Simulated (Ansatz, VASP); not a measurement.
**Mo: VASP beside Ansatz**

```
Mo
1.0
    -1.57524    1.57524    1.57524
     1.57524   -1.57524    1.57524
     1.57524    1.57524   -1.57524
Mo
1
Cartesian
  0.0000 0.0000 0.0000
```

Alike in both runs: task single point; functional r2SCAN; k mesh 18 × 18 × 18; occupations gaussian, width 0.1 eV; no spin polarisation.

|  | VASP | Ansatz |
| --- | --- | --- |
| version | VASP 6.6.1 | Ansatz 0.2.0 |
| potentials or method | VASP PAW PBE potentials, release 64 (Mo_sv), cutoff 520 eV | scalar-relativistic, plane waves, PAW |
| valence electrons in the cell | 14 | 14 |

VASP gave:

* gap on the k mesh at the Fermi level (eV): none
* pressure (GPa): 1.1

**Question.** Estimate Ansatz's values.

**Answer.** gap on the k mesh at the Fermi level (eV): none; pressure (GPa): 0.0.

VASP's potentials were made for PBE, not for r2SCAN. A gap of «none» marks a metal or a gap that the smearing closes. The functional is the same, so the differences come from potentials, cutoffs and numerics.
